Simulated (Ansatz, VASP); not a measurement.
# Li2HfN2 in VASP and in Ansatz

File INCAR:

```
  ALGO = Normal
  EDIFF = 1E-6
  ENCUT = 520
  GGA = CA
  ISIF = 2
  ISMEAR = 0
  LASPH = True
  LCHARG = False
  LREAL = False
  LWAVE = False
  NBANDS = 21
  NELM = 100
  PREC = Accurate
  SIGMA = 0.01
```

The input KPOINTS:

```
k-points
0
Gamma
  6 6 3
```

The input POSCAR:

```
Li2HfN2
1.0
    3.2371210000      0.0000000000      0.0000000000
   -1.6185600000      2.8034290000      0.0000000000
    0.0000000000      0.0000000000      5.4235950000
Li Hf N
2 1 2
Direct
    0.6666666667      0.3333333333      0.3827890000
    0.3333333333      0.6666666667      0.6172110000
    0.0000000000      0.0000000000      0.0000000000
    0.6666666667      0.3333333333      0.7793850000
    0.3333333333      0.6666666667      0.2206150000
```

Input for Ansatz:

```yaml
crystal:
  lattice:
    - [3.237121, 0.0, 0.0]
    - [-1.61856, 2.803429, 0.0]
    - [0.0, 0.0, 5.423595]
  atoms:
    - { symbol: Li, position: [0.6666666666666666, 0.3333333333333333, 0.382789] }
    - { symbol: Li, position: [0.3333333333333333, 0.6666666666666666, 0.617211] }
    - { symbol: Hf, position: [0.0, 0.0, 0.0] }
    - { symbol: "N", position: [0.6666666666666666, 0.3333333333333333, 0.779385] }
    - { symbol: "N", position: [0.3333333333333333, 0.6666666666666666, 0.220615] }
basis:
  ecutwfc: 476.19925930478996
kpoints:
  mp_grid:
    grid: [6, 6, 3]
  band_path:
    path:
      - [0.0, 0.0, 0.0]
      - [0.5, 0.0, 0.0]
      - [0.33333, 0.33333, 0.0]
      - [0.0, 0.0, 0.0]
      - [0.0, 0.0, 0.5]
      - [0.5, 0.0, 0.5]
      - [0.33333, 0.33333, 0.5]
    npoints: 8
hamiltonian:
  xc: lda
scf:
  n_extra_bands: 6
  convergence:
    dr2_threshold: 1.0e-08
  occupations:
    method: fixed
```

Alike in both runs: task single point; functional LDA; k mesh 6 × 6 × 3; no spin polarisation.

```csv
,VASP,Ansatz
version,VASP 6.6.1,Ansatz 0.2.0
potentials or method,"VASP PAW LDA potentials, release 64 (Li_sv, Hf_pv, N), cutoff 520 eV","plane waves, PAW"
occupations,"gaussian, width 0.01 eV",fixed
valence electrons in the cell,26,42
```

Ansatz gave:

- gap on the k mesh at the Fermi level (eV): 1.81

Task: What did VASP give for the same quantities?

Result: gap on the k mesh at the Fermi level (eV): 1.86.

LDA's correlation is that of Perdew and Zunger in VASP and of Perdew and Wang (1992) in Ansatz. VASP's potentials hold 26 valence electrons a cell and Ansatz's 42, so a difference there can come from the potentials and not from the codes.

Neither program's run includes spin-orbit coupling. Noted on VASP's run: the cutoff is short for stress, so the pressure is rough.
